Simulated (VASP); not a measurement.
# Si (Fmmm) in VASP: a series of runs

Si is run at these levels: PBE; tasks: single point, relaxation of cell and atoms.

Program: VASP 6.6.1. These are calculated values, not measurements. Logs are shortened: lines on timing, memory, paths and dates and some standing lists are left out, and cuts for length are marked.

## Step 1: The cell of the first run

It takes space group Fmmm (No. 69, orthorhombic). The conventional cell has a = 4.762 Å, b = 4.788 Å, c = 6.187 Å, α = 90.00°, β = 90.00°, γ = 90.00°. Within 3.1 Å of Si (site symmetry mm2) lie 5 Si at 2.37 to 2.50 Å.

## Step 2: Single point, PBE

Input file INCAR:

```
SYSTEM = Si
ALGO     = Normal         ! electronic algorithm
EDIFF    = 1E-6           ! SCF threshold, eV
ENCUT    = 520            ! plane-wave cutoff, eV
GGA      = PE             ! functional
ISIF     = 2              ! what is computed and relaxed
ISMEAR   = 0              ! smearing method
LASPH    = .TRUE.         ! aspherical terms in the spheres
LCHARG   = .TRUE.         ! write CHGCAR
LELF     = .TRUE.         ! ELF
LREAL    = .FALSE.        ! projectors in reciprocal space
LVHAR    = .TRUE.       
LWAVE    = .FALSE.        ! write WAVECAR
NBANDS   = 16             ! bands
NELM     = 60             ! most SCF steps
PREC     = Accurate       ! precision mode
SIGMA    = 0.1            ! smearing width, eV
```

Input file KPOINTS:

```
k-points
0
G
  12 12 10
  0 0 0
```

Input file POSCAR:

```
Si
1.0
    2.3939877461     -3.0936906780      0.0000000000
    2.3939877461      3.0936906780      0.0000000000
    0.0000000000      0.0000000000      4.7622822330
Si
4
Direct
    0.0587656282      0.9412343718      0.7500000000
    0.5587656282      0.4412343718      0.2500000000
    0.9412343718      0.0587656282      0.2500000000
    0.4412343718      0.5587656282      0.7500000000
```

Potentials or basis: VASP PAW PBE potentials, release 64 (Si).

Run with:

```bash
> cat potpaw_PBE.64/Si/POTCAR > POTCAR
> mpirun -np 1 vasp_std > vasp.out
```

OUTCAR:

```text
SYSTEM = Si
   EDIFF = 1E-6
   ENCUT = 520
   GGA = PE
   ISIF = 2
   ISMEAR = 0
   LASPH = .TRUE.
   LREAL = .FALSE.
   NELM = 60
   PREC = Accurate

 ion  position               nearest neighbor table
   1  0.059  0.941  0.750-   4 2.37   3 2.49   3 2.49   4 2.50   4 2.50
   2  0.559  0.441  0.250-   3 2.37   4 2.49   4 2.49   3 2.50   3 2.50
   3  0.941  0.059  0.250-   2 2.37   1 2.49   1 2.49   2 2.50   2 2.50
   4  0.441  0.559  0.750-   1 2.37   2 2.49   2 2.49   1 2.50   1 2.50

  LATTYP: Found a base centered orthorhombic cell.
 ALAT       =     4.7879754922
 B/A-ratio  =     1.2922750683
 C/A-ratio  =     0.9946337948

  Lattice vectors:

 A1 = (   2.3939877461,  -3.0936906780,   0.0000000000)
 A2 = (   2.3939877461,   3.0936906780,   0.0000000000)
 A3 = (   0.0000000000,   0.0000000000,   4.7622822330)

Analysis of symmetry for initial positions (statically):
=====================================================================
 Subroutine PRICEL returns following result:

  LATTYP: Found a face centered orthorhombic cell.
 ALAT       =     4.7622822330
 B/A-ratio  =     1.0053951568
 C/A-ratio  =     1.2992470948

  Lattice vectors:

 A1 = (   2.3939877461,   3.0936906780,  -0.0000000000)
 A2 = (   0.0000000000,   3.0936906780,   2.3811411165)
 A3 = (   2.3939877461,   0.0000000000,   2.3811411165)

   2 primitive cells build up your supercell.

 Routine SETGRP: Setting up the symmetry group for a
 base centered orthorhombic supercell.

 Subroutine GETGRP returns: Found  8 space group operations
 (whereof  4 operations were pure point group operations)
 out of a pool of  8 trial point group operations.

The static configuration has the point symmetry C_2h.
 The point group associated with its full space group is D_2h.

Analysis of symmetry for dynamics (positions and initial velocities):
=====================================================================
 Subroutine PRICEL returns following result:

  LATTYP: Found a face centered orthorhombic cell.
 ALAT       =     4.7622822330
 B/A-ratio  =     1.0053951568
 C/A-ratio  =     1.2992470948

  Lattice vectors:

 A1 = (   2.3939877461,   3.0936906780,  -0.0000000000)
 A2 = (   0.0000000000,   3.0936906780,   2.3811411165)
 A3 = (   2.3939877461,   0.0000000000,   2.3811411165)

   2 primitive cells build up your supercell.

 Routine SETGRP: Setting up the symmetry group for a
 base centered orthorhombic supercell.

 Subroutine GETGRP returns: Found  8 space group operations
 (whereof  4 operations were pure point group operations)
 out of a pool of  8 trial point group operations.

The dynamic configuration has the point symmetry C_2h.
 The point group associated with its full space group is D_2h.

 Subroutine INISYM returns: Found  8 space group operations
 (whereof  4 operations are pure point group operations),
 and found     2 'primitive' translations

----------------------------------------------------------------------------------------

                                     Primitive cell

  volume of cell :      35.2707

  direct lattice vectors                    reciprocal lattice vectors
     2.393987746  3.093690678 -0.000000000     0.208856541  0.161619261 -0.209983355
     0.000000000  3.093690678  2.381141116    -0.208856541  0.161619261  0.209983355
     2.393987746  0.000000000  2.381141116     0.208856541 -0.161619261  0.209983355

  length of vectors
     3.911789787  3.903940961  3.376538219     0.337394205  0.337394205  0.337394205

  position of ions in fractional coordinates (direct lattice)
     0.191234372  0.691234372  0.808765628
     0.808765628  0.308765628  0.191234372

  ion indices of the primitive-cell ions
   primitive index   ion index
                 1           1
                 2           3

----------------------------------------------------------------------------------------

 KPOINTS: k-points

Automatic generation of k-mesh.
 Grid dimensions read from file:
 generate k-points for:   12   12   10

 Generating k-lattice:

  Cartesian coordinates                     Fractional coordinates (reciprocal lattice)
     0.017404712 -0.013468272  0.000000000     0.083333333  0.000000000  0.000000000
     0.017404712  0.013468272  0.000000000     0.000000000  0.083333333  0.000000000
     0.000000000  0.000000000  0.020998335     0.000000000  0.000000000  0.100000000

  Length of vectors
     0.022007234  0.022007234  0.020998335

  Shift w.r.t. Gamma in fractional coordinates (k-lattice)
     0.000000000  0.000000000  0.000000000

 Subroutine IBZKPT returns following result:
 ===========================================

 Found    258 irreducible k-points:

 Following reciprocal coordinates:
            Coordinates               Weight
  0.000000  0.000000  0.000000      1.000000
  0.083333  0.000000  0.000000      4.000000
  0.166667  0.000000  0.000000      4.000000
  0.250000  0.000000  0.000000      4.000000
  0.333333  0.000000  0.000000      4.000000
  0.416667  0.000000  0.000000      4.000000
[... 16 lines left out ...]
  0.500000  0.166667  0.000000      4.000000
 -0.416667  0.166667  0.000000      4.000000
 [... further k-points ...]
   k-points           NKPTS =    258   k-points in BZ     NKDIM =    258   number of bands    NBANDS=     16
   number of dos      NEDOS =    301   number of ions     NIONS =      4
   total plane-waves  NPLWV =  32400
   dimension x,y,z NGX =    30 NGY =   30 NGZ =   36
   dimension x,y,z NGXF=    60 NGYF=   60 NGZF=   72
   ions per type =               4
   NGX,Y,Z   is equivalent  to a cutoff of  12.75, 12.75, 12.57 a.u.
   NGXF,Y,Z  is equivalent  to a cutoff of  25.50, 25.50, 25.13 a.u.
 SYSTEM =  Si
   PREC   = accura    normal or accurate (medium, high low for compatibility)
   ISTART =      0    job   : 0-new  1-cont  2-samecut
   ICHARG =      2    charge: 1-file 2-atom 10-const
   ISPIN  =      1    spin polarized calculation?
   LNONCOLLINEAR =      F non collinear calculations
   LSORBIT =      F    spin-orbit coupling
   LASPH  =      T    aspherical Exc in radial PAW
   ENCUT  =  520.0 eV  38.22 Ry    6.18 a.u.   7.27  7.27  8.85*2*pi/ulx,y,z
   NELM   =     60;   NELMIN=  2; NELMDL= -5     # of ELM steps
   EDIFF  = 0.1E-05   stopping-criterion for ELM
   LREAL  =      F    real-space projection
   EDIFFG = 0.1E-04   stopping-criterion for IOM
   NSW    =      0    number of steps for IOM
   IBRION =     -1    ionic relax: 0-MD 1-quasi-New 2-CG
   NFREE  =      0    steps in history (QN), initial steepest desc. (CG)
   ISIF   =      2    stress and relaxation
   ISYM   =      2    0-nonsym 1-usesym 2-fastsym
   POTIM  = 0.5000    time-step for ionic-motion
   TEBEG  =    0.0;   TEEND  =   0.0 temperature during run
   PSTRESS=    0.0 pullay stress
   NELECT =      16.0000    total number of electrons
   NUPDOWN=      -1.0000    fix difference up-down
   EMIN   =  10.00;   EMAX   =-10.00  energy-range for DOS
   EFERMI =   0.00;   METHOD = LEGACY
   ISMEAR =     0;   SIGMA  =   0.10  broadening in eV -4-tet -1-fermi 0-gaus
   EFERMI_NEDOS =   21; number of points for ismear=-14 and -15
   IALGO  =     38    algorithm
   IMIX   =      4    mixing-type and parameters
     AMIX     =   0.40;   BMIX     =  1.00
     AMIX_MAG =   1.60;   BMIX_MAG =  1.00
  volume/ion in A,a.u.               =      17.64       119.01
  Fermi-wavevector in a.u.,A,eV,Ry     =   0.998390  1.886683 13.562048  0.996782
  Thomas-Fermi vector in A             =   2.130610
   LORBIT       =      0    0 simple, 1 ext, 2 COOP (PROOUT), +10 PAW based schemes
   GGA     = PE    functional components
   LHFCALC =     F    Hartree Fock is set to
   AEXX    =    0.0000 exact exchange contribution
   IVDW    =     0    specifies the selected vdW correction
   LEPSILON=     F    determine dielectric tensor
   LRPA    =     F    only Hartree local field effects (RPA)
 non-spin polarized calculation
 Gauss-broadening in eV      SIGMA  =   0.10
  energy-cutoff  :      520.00
  volume of cell :       70.54
 maximum number of plane-waves:      1920
 NGX is ok and might be reduce to    30
   NGX = 15   NGY = 15   NGZ = 17

 number of electron      15.9999998 magnetization

 Free energy of the ion-electron system (eV)
  ---------------------------------------------------
  ext. energy  EPLUGINS =         0.00000000
  ---------------------------------------------------
  free energy    TOTEN  =       -20.55903750 eV

  energy without entropy =      -20.55404593  energy(sigma->0) =      -20.55654171

 E-fermi :   7.1345     XC(G=0): -10.1546

 val. band max:        7.1318622519   @ k =  -0.0833   0.0833   0.1000
 cond. band min:       7.1424438353   @ k =   0.5000   0.4167   0.3000
 fundamental gap:      0.0105815834
 Fermi energy:         7.1344915089

 k-point     1 :       0.0000    0.0000    0.0000
  band No.  band energies     occupation
      1      -5.4610      2.00000
      2      -0.2215      2.00000
      3       1.4591      2.00000
      4       2.7702      2.00000
      5       3.2798      2.00000
      6       5.4890      2.00000
[... 8 lines left out ...]
     15      12.0670      0.00000
     16      14.5895      0.00000

 k-point     2 :       0.0833    0.0000    0.0000
  band No.  band energies     occupation
      1      -5.3948      2.00000
      2      -0.1869      2.00000
      3       1.5201      2.00000
      4       1.9855      2.00000
      5       4.0194      2.00000
      6       5.3441      2.00000
[... 8 lines left out ...]
     15      12.1383      0.00000
     16      14.2513      0.00000

 k-point     3 :       0.1667    0.0000    0.0000
  band No.  band energies     occupation
      1      -5.1968      2.00000
      2      -0.1626      2.00000
      3       1.0877      2.00000
      4       1.7024      2.00000
      5       4.8028      2.00000
      6       5.2208      2.00000
[... 8 lines left out ...]
     15      12.6291      0.00000
     16      13.6704      0.00000

 k-point     4 :       0.2500    0.0000    0.0000
  band No.  band energies     occupation
      1      -4.8682      2.00000
      2      -0.5908      2.00000
      3       0.7713      2.00000
      4       2.0043      2.00000
      5       4.8228      2.00000
      6       4.8444      2.00000
[... 8 lines left out ...]
     15      13.1647      0.00000
     16      13.3195      0.00000

 k-point     5 :       0.3333    0.0000    0.0000
  band No.  band energies     occupation
      1      -4.4116      2.00000
      2      -1.4510      2.00000
      3       1.0645      2.00000
      4       2.4225      2.00000
      5       3.8788      2.00000
      6       4.8313      2.00000
[... 8 lines left out ...]
     15      13.2584      0.00000
     16      13.7607      0.00000

 k-point     6 :       0.4167    0.0000    0.0000
  band No.  band energies     occupation
      1      -3.8311      2.00000
      2      -2.3310      2.00000
      3       1.5815      2.00000
      4       2.9517      2.00000
      5       3.0092      2.00000
      6       4.3032      2.00000
[... 8 lines left out ...]
     15      13.7313      0.00000
     16      14.6965      0.00000
[... 267 lines left out ...]
 k-point    21 :       0.3333    0.1667    0.0000
  band No.  band energies     occupation
      1      -3.8507      2.00000
      2      -1.9014      2.00000
      3       0.7032      2.00000
      4       2.9651      2.00000
      5       3.5339      2.00000
      6       3.8377      2.00000
[... 8 lines left out ...]
     15      14.2013      0.00000
     16      15.6693      0.00000

 k-point    22 :       0.4167    0.1667    0.0000
  band No.  band energies     occupation
      1      -3.2003      2.00000
      2      -2.6723      2.00000
      3       1.1316      2.00000
      4       3.0204      2.00000
      5       3.5632      2.00000
      6       3.8333      2.00000
[... 8 lines left out ...]
     15      14.3882      0.00000
     16      15.3128      0.00000

 k-point    23 :       0.5000    0.1667    0.0000
  band No.  band energies     occupation
      1      -3.3714      2.00000
      2      -2.4392      2.00000
      3       1.6457      2.00000
      4       2.3034      2.00000
      5       3.2745      2.00000
      6       4.2562      2.00000
[... 8 lines left out ...]
     15      13.9087      0.00000
     16      14.8520      0.00000

 k-point    24 :      -0.4167    0.1667    0.0000
  band No.  band energies     occupation
      1      -3.9744      2.00000
      2      -1.5923      2.00000
      3       1.7257      2.00000
      4       2.2464      2.00000
      5       2.7566      2.00000
      6       4.6756      2.00000
[... 8 lines left out ...]
     15      14.3446      0.00000
     16      14.4335      0.00000

 [... further k-points ...]

------------------------ aborting loop because EDIFF is reached ----------------------------------------

  FORCE on cell =-STRESS in cart. coord.  units (eV):
  Direction    XX          YY          ZZ          XY          YZ          ZX
  --------------------------------------------------------------------------------------
  -------------------------------------------------------------------------------------
  Total       -0.0189324     -0.0424507     -0.0184851      0.0000000      0.0000000      0.0000000
  in kB       -0.4300045     -0.9641650     -0.4198452      0.0000000      0.0000000      0.0000000
  external PRESSURE =      -0.6046716 kB  Pullay stress =       0.0000000 kB

 VOLUME and BASIS-vectors are now :
 -----------------------------------------------------------------------------
  energy-cutoff  :      520.00
  volume of cell :       70.54
      direct lattice vectors                 reciprocal lattice vectors
     2.393987746 -3.093690678  0.000000000     0.208856541 -0.161619261  0.000000000
     2.393987746  3.093690678  0.000000000     0.208856541  0.161619261  0.000000000
     0.000000000  0.000000000  4.762282233     0.000000000  0.000000000  0.209983355

 POSITION                                       TOTAL-FORCE (eV/Angst)
 -----------------------------------------------------------------------------------
      2.39399      2.73009      3.57171         0.000000     -0.002842     -0.000000
      2.39399     -0.36361      1.19057         0.000000     -0.002842     -0.000000
      2.39399     -2.73009      1.19057         0.000000      0.002842      0.000000
      2.39399      0.36361      3.57171         0.000000      0.002842      0.000000
 -----------------------------------------------------------------------------------
    total drift:                               -0.000000     -0.000000     -0.000000

  FREE ENERGIE OF THE ION-ELECTRON SYSTEM (eV)
  ---------------------------------------------------
  free  energy   TOTEN  =       -20.5590374997 eV

  energy  without entropy=      -20.5540459276  energy(sigma->0) =      -20.55654171
```

Run time: 74 s. Hardware: 1 thread of Intel Xeon 6975P-C (Granite Rapids), shared host; peak memory 0.31 GiB.

Results:

```
Free energy            : -20.5590 eV
Pressure               : -0.1 GPa
Band gap on the k mesh : zero (bands 8 and 9 overlap by 3.80 eV)
```

Forces in eV/Å, atoms in the order of the input:
```
Si   0.000 -0.003  0.000
Si   0.000 -0.003  0.000
Si   0.000  0.003  0.000
Si   0.000  0.003  0.000
```

[end of part 1 of 2]
